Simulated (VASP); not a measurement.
# MoS2 (Cmcm) in VASP: single point with r2SCAN

Aim: the single point of MoS2 with r2SCAN.

Everything below comes from runs of VASP 6.6.1. Logs are shortened: lines on timing, memory, paths and dates and some standing lists are left out, and cuts for length are marked.

## Step 1: The cell of the first run

Symmetry: Cmcm, No. 63, orthorhombic system. Conventional cell: a = 3.086 Å, b = 5.496 Å, c = 12.436 Å, α = 90.00°, β = 90.00°, γ = 90.00°. Mo (site symmetry m2m) has 6 S at 2.39 to 2.41 Å and 6 Mo at 3.09 to 3.15 Å within 3.2 Å. Within 3.2 Å of S (site symmetry m) lie 3 Mo at 2.39 to 2.41 Å and 7 S at 3.09 to 3.15 Å.

## Step 2: Single point, r2SCAN (uniaxial x strain -2.7%)

The input, POSCAR:

```
MoS2
1.0
    3.0860787599      0.0000000000      0.0000000000
   -1.5430393799      2.7479154886      0.0000000000
    0.0000000000      0.0000000000     12.4359056939
Mo S
2 4
Direct
    0.3333132363      0.6666264726      0.2500000000
    0.6666867637      0.3333735274      0.7500000000
    0.3348288524      0.6696577047      0.6238028563
    0.6651711476      0.3303422953      0.1238028563
    0.3348288524      0.6696577047      0.8761971437
    0.6651711476      0.3303422953      0.3761971437
```

The input, INCAR.step1:

```
SYSTEM = MoS2
PREC = Accurate
ENCUT = 520
ISMEAR = 0
SIGMA = 0.01
LREAL = .FALSE.
LASPH = .TRUE.
NELM = 60
NBANDS = 35
GGA = PE
ALGO = Normal
EDIFF = 1E-4
LWAVE = .TRUE.
LCHARG = .FALSE.
```

The input, INCAR.step2:

```
SYSTEM = MoS2
PREC = Accurate
ENCUT = 520
EDIFF = 1E-6
ISMEAR = 0
SIGMA = 0.01
LREAL = .FALSE.
LASPH = .TRUE.
NELM = 60
ALGO = Normal
ISIF = 2
LWAVE = .FALSE.
LCHARG = .FALSE.
METAGGA = R2SCAN
LMIXTAU = .TRUE.
NBANDS = 35
ISTART = 1
```

The input, KPOINTS:

```
Automatic mesh
0
G
  12 12 2
  0 0 0
```

Potentials or basis: VASP PAW PBE potentials, release 64 (Mo_sv, S).

Run with:

```sh
$ cat potpaw_PBE.64/Mo_sv/POTCAR potpaw_PBE.64/S/POTCAR > POTCAR
$ cp INCAR.step1 INCAR
$ mpirun -np 1 vasp_std > vasp.out
$ cp INCAR.step2 INCAR
$ mpirun -np 1 vasp_std > vasp.out
```

OUTCAR:

```text
SYSTEM = MoS2
   PREC = Accurate
   ENCUT = 520
   EDIFF = 1E-6
   ISMEAR = 0
   LREAL = .FALSE.
   LASPH = .TRUE.
   NELM = 60
   ISIF = 2
   METAGGA = R2SCAN
   ISTART = 1

 ion  position               nearest neighbor table
   1  0.333  0.667  0.250-   4 2.39   6 2.39   4 2.39   6 2.39   4 2.41   6 2.41
   2  0.667  0.333  0.750-   3 2.39   5 2.39   3 2.39   5 2.39   3 2.41   5 2.41
   3  0.335  0.670  0.624-   2 2.39   2 2.39   2 2.41
   4  0.665  0.330  0.124-   1 2.39   1 2.39   1 2.41
   5  0.335  0.670  0.876-   2 2.39   2 2.39   2 2.41
   6  0.665  0.330  0.376-   1 2.39   1 2.39   1 2.41

  LATTYP: Found a base centered orthorhombic cell.
 ALAT       =     3.0860787599
 B/A-ratio  =     1.7808459877
 C/A-ratio  =     4.0296786509

  Lattice vectors:

 A1 = (   1.5430393799,  -2.7479154886,   0.0000000000)
 A2 = (   1.5430393800,   2.7479154886,   0.0000000000)
 A3 = (   0.0000000000,   0.0000000000,  12.4359056939)

Analysis of symmetry for initial positions (statically):
=====================================================================
 Subroutine PRICEL returns:
 Original cell was already a primitive cell.

 Routine SETGRP: Setting up the symmetry group for a
 base centered orthorhombic supercell.

 Subroutine GETGRP returns: Found  8 space group operations
 (whereof  4 operations were pure point group operations)
 out of a pool of  8 trial point group operations.

The static configuration has the point symmetry C_2h.
 The point group associated with its full space group is D_2h.

Analysis of symmetry for dynamics (positions and initial velocities):
=====================================================================
 Subroutine PRICEL returns:
 Original cell was already a primitive cell.

 Routine SETGRP: Setting up the symmetry group for a
 base centered orthorhombic supercell.

 Subroutine GETGRP returns: Found  8 space group operations
 (whereof  4 operations were pure point group operations)
 out of a pool of  8 trial point group operations.

The dynamic configuration has the point symmetry C_2h.
 The point group associated with its full space group is D_2h.

 Subroutine INISYM returns: Found  8 space group operations
 (whereof  4 operations are pure point group operations),
 and found     1 'primitive' translations

----------------------------------------------------------------------------------------

                                     Primitive cell

  volume of cell :     105.4600

  direct lattice vectors                    reciprocal lattice vectors
     3.086078760  0.000000000  0.000000000     0.324035800  0.181956105  0.000000000
    -1.543039380  2.747915489  0.000000000     0.000000000  0.363912211  0.000000000
     0.000000000  0.000000000 12.435905694     0.000000000  0.000000000  0.080412318

  length of vectors
     3.086078760  3.151509172 12.435905694     0.371627803  0.363912211  0.080412318

  position of ions in fractional coordinates (direct lattice)
     0.333313236  0.666626473  0.250000000
     0.666686764  0.333373527  0.750000000
     0.334828852  0.669657705  0.623802856
     0.665171148  0.330342295  0.123802856
     0.334828852  0.669657705  0.876197144
     0.665171148  0.330342295  0.376197144

  ion indices of the primitive-cell ions
   primitive index   ion index
                 1           1
                 2           2
                 3           3
                 4           4
                 5           5
                 6           6

----------------------------------------------------------------------------------------

 KPOINTS: Automatic mesh

Automatic generation of k-mesh.
 Grid dimensions read from file:
 generate k-points for:   12   12    2

 Generating k-lattice:

  Cartesian coordinates                     Fractional coordinates (reciprocal lattice)
     0.027002983  0.015163009  0.000000000     0.083333333 -0.000000000  0.000000000
     0.000000000  0.030326018  0.000000000     0.000000000  0.083333333  0.000000000
     0.000000000  0.000000000  0.040206159     0.000000000  0.000000000  0.500000000

  Length of vectors
     0.030968984  0.030326018  0.040206159

  Shift w.r.t. Gamma in fractional coordinates (k-lattice)
     0.000000000  0.000000000  0.000000000

 Subroutine IBZKPT returns following result:
 ===========================================

 Found     86 irreducible k-points:

 Following reciprocal coordinates:
            Coordinates               Weight
  0.000000  0.000000  0.000000      1.000000
  0.083333  0.000000  0.000000      4.000000
  0.166667  0.000000  0.000000      4.000000
  0.250000  0.000000  0.000000      4.000000
  0.333333  0.000000  0.000000      4.000000
  0.416667  0.000000  0.000000      4.000000
[... 16 lines left out ...]
  0.333333  0.166667  0.000000      4.000000
  0.416667  0.166667  0.000000      4.000000
 [... further k-points ...]
   k-points           NKPTS =     86   k-points in BZ     NKDIM =     86   number of bands    NBANDS=     35
   number of dos      NEDOS =    301   number of ions     NIONS =      6
   total plane-waves  NPLWV =  55296
   dimension x,y,z NGX =    24 NGY =   24 NGZ =   96
   dimension x,y,z NGXF=    48 NGYF=   48 NGZF=  192
   ions per type =               2   4
   NGX,Y,Z   is equivalent  to a cutoff of  12.93, 12.66, 12.83 a.u.
   NGXF,Y,Z  is equivalent  to a cutoff of  25.86, 25.32, 25.67 a.u.
 SYSTEM =  MoS2
   PREC   = accura    normal or accurate (medium, high low for compatibility)
   ISTART =      1    job   : 0-new  1-cont  2-samecut
   ICHARG =      0    charge: 1-file 2-atom 10-const
   ISPIN  =      1    spin polarized calculation?
   LNONCOLLINEAR =      F non collinear calculations
   LSORBIT =      F    spin-orbit coupling
   LASPH  =      T    aspherical Exc in radial PAW
   ENCUT  =  520.0 eV  38.22 Ry    6.18 a.u.   5.74  5.86 23.12*2*pi/ulx,y,z
   NELM   =     60;   NELMIN=  2; NELMDL=  0     # of ELM steps
   EDIFF  = 0.1E-05   stopping-criterion for ELM
   LREAL  =      F    real-space projection
   EDIFFG = 0.1E-04   stopping-criterion for IOM
   NSW    =      0    number of steps for IOM
   IBRION =     -1    ionic relax: 0-MD 1-quasi-New 2-CG
   NFREE  =      0    steps in history (QN), initial steepest desc. (CG)
   ISIF   =      2    stress and relaxation
   ISYM   =      2    0-nonsym 1-usesym 2-fastsym
   POTIM  = 0.5000    time-step for ionic-motion
   TEBEG  =    0.0;   TEEND  =   0.0 temperature during run
   PSTRESS=    0.0 pullay stress
   NELECT =      52.0000    total number of electrons
   NUPDOWN=      -1.0000    fix difference up-down
   EMIN   =  10.00;   EMAX   =-10.00  energy-range for DOS
   EFERMI =   0.00;   METHOD = LEGACY
   ISMEAR =     0;   SIGMA  =   0.01  broadening in eV -4-tet -1-fermi 0-gaus
   EFERMI_NEDOS =   21; number of points for ismear=-14 and -15
   IALGO  =     38    algorithm
   IMIX   =      4    mixing-type and parameters
     AMIX     =   0.40;   BMIX     =  1.00
     AMIX_MAG =   1.60;   BMIX_MAG =  1.00
  volume/ion in A,a.u.               =      17.58       118.61
  Fermi-wavevector in a.u.,A,eV,Ry     =   1.293342  2.444062 22.758918  1.672733
  Thomas-Fermi vector in A             =   2.424993
   LORBIT       =      0    0 simple, 1 ext, 2 COOP (PROOUT), +10 PAW based schemes
   METAGGA = R2SCAN    functional components
   LHFCALC =     F    Hartree Fock is set to
   AEXX    =    0.0000 exact exchange contribution
   IVDW    =     0    specifies the selected vdW correction
   LEPSILON=     F    determine dielectric tensor
   LRPA    =     F    only Hartree local field effects (RPA)
 non-spin polarized calculation
 Gauss-broadening in eV      SIGMA  =   0.01
  energy-cutoff  :      520.00
  volume of cell :      105.46
 maximum number of plane-waves:      2868
   NGX = 11   NGY = 11   NGZ = 47

 number of electron      51.9999996 magnetization

 Free energy of the ion-electron system (eV)
  ---------------------------------------------------
  ext. energy  EPLUGINS =         0.00000000
  ---------------------------------------------------
  free energy    TOTEN  =       -89.97015509 eV

  energy without entropy =      -89.97015509  energy(sigma->0) =      -89.97015509

 E-fermi :   7.6863     XC(G=0): -11.5746

 val. band max:        7.4682998790   @ k =   0.0000   0.0000   0.0000
 cond. band min:       8.5452574461   @ k =  -0.3333   0.1667   0.0000
 fundamental gap:      1.0769575671
 Fermi energy:         7.6863116274

 k-point     1 :       0.0000    0.0000    0.0000
  band No.  band energies     occupation
      1     -55.8661      2.00000
      2     -55.8661      2.00000
      3     -29.3188      2.00000
      4     -29.3187      2.00000
      5     -29.0626      2.00000
      6     -29.0626      2.00000
[... 27 lines left out ...]
     34      10.3741      0.00000
     35      13.9126      0.00000

 k-point     2 :       0.0833    0.0000    0.0000
  band No.  band energies     occupation
      1     -55.8625      2.00000
      2     -55.8625      2.00000
      3     -29.3119      2.00000
      4     -29.3119      2.00000
      5     -29.0778      2.00000
      6     -29.0778      2.00000
[... 27 lines left out ...]
     34      10.1452      0.00000
     35      14.4327      0.00000

 k-point     3 :       0.1667    0.0000    0.0000
  band No.  band energies     occupation
      1     -55.8526      2.00000
      2     -55.8526      2.00000
      3     -29.2933      2.00000
      4     -29.2932      2.00000
      5     -29.1516      2.00000
      6     -29.1516      2.00000
[... 27 lines left out ...]
     34      10.6219      0.00000
     35      15.4285      0.00000
[... 723 lines left out ...]
 k-point    23 :       0.3333    0.1667    0.0000
  band No.  band energies     occupation
      1     -55.8134      2.00000
      2     -55.8134      2.00000
      3     -29.4439      2.00000
      4     -29.4439      2.00000
      5     -29.2198      2.00000
      6     -29.2198      2.00000
[... 27 lines left out ...]
     34      12.1735      0.00000
     35      14.2073      0.00000

 k-point    24 :       0.4167    0.1667    0.0000
  band No.  band energies     occupation
      1     -55.8093      2.00000
      2     -55.8093      2.00000
      3     -29.4708      2.00000
      4     -29.4708      2.00000
      5     -29.2338      2.00000
      6     -29.2338      2.00000
[... 27 lines left out ...]
     34      12.1642      0.00000
     35      13.8916      0.00000

 [... further k-points ...]
[... 5 lines left out ...]
  --------------------------------------------------------------------------------------
  -------------------------------------------------------------------------------------
  Total        5.5256666      1.9790713      0.9063341      0.0000000      0.0000000      0.0000000
  in kB       83.9474418     30.0665938     13.7692759      0.0000000      0.0000000      0.0000000
  external PRESSURE =      42.5944372 kB  Pullay stress =       0.0000000 kB

 VOLUME and BASIS-vectors are now :
 -----------------------------------------------------------------------------
  energy-cutoff  :      520.00
  volume of cell :      105.46
      direct lattice vectors                 reciprocal lattice vectors
     3.086078760  0.000000000  0.000000000     0.324035800  0.181956105  0.000000000
    -1.543039380  2.747915489  0.000000000     0.000000000  0.363912211  0.000000000
     0.000000000  0.000000000 12.435905694     0.000000000  0.000000000  0.080412318

 POSITION                                       TOTAL-FORCE (eV/Angst)
 -----------------------------------------------------------------------------------
      0.00000      1.83183      3.10898        -0.000000     -0.002519     -0.000000
      1.54304      0.91608      9.32693         0.000000      0.002519      0.000000
      0.00000      1.84016      7.75755         0.000000      0.000026      0.052330
      1.54304      0.90775      1.53960        -0.000000     -0.000026      0.052330
      0.00000      1.84016     10.89631         0.000000      0.000026     -0.052330
      1.54304      0.90775      4.67835        -0.000000     -0.000026     -0.052330
 -----------------------------------------------------------------------------------
    total drift:                                0.000000      0.000000     -0.000000

  FREE ENERGIE OF THE ION-ELECTRON SYSTEM (eV)
  ---------------------------------------------------
  free  energy   TOTEN  =       -89.9701550868 eV

  energy  without entropy=      -89.9701550868  energy(sigma->0) =      -89.97015509
```

It took 21 min on 1 thread of Intel Xeon 8259CL, shared host; peak memory 0.4 GiB.

What came out:

```
Free energy            : -89.9702 eV
Pressure               : 4.3 GPa
Largest force          : 0.052 eV/Å
Band gap on the k mesh : 1.08 eV, indirect (least direct gap 1.91 eV)
```

Forces on the atoms (eV/Å):
```
Mo   0.000 -0.003  0.000
Mo   0.000  0.003  0.000
S    0.000  0.000  0.052
S    0.000  0.000  0.052
S    0.000  0.000 -0.052
S    0.000  0.000 -0.052
```

Stress tensor (GPa, compression positive):
```
8.39 0.00 0.00
0.00 3.01 0.00
0.00 0.00 1.38
```

Caveat: the cell differs from its parent crystal (uniaxial x strain -2.7%); the PAW data sets were made with another functional, which shifts forces and pressure a little.
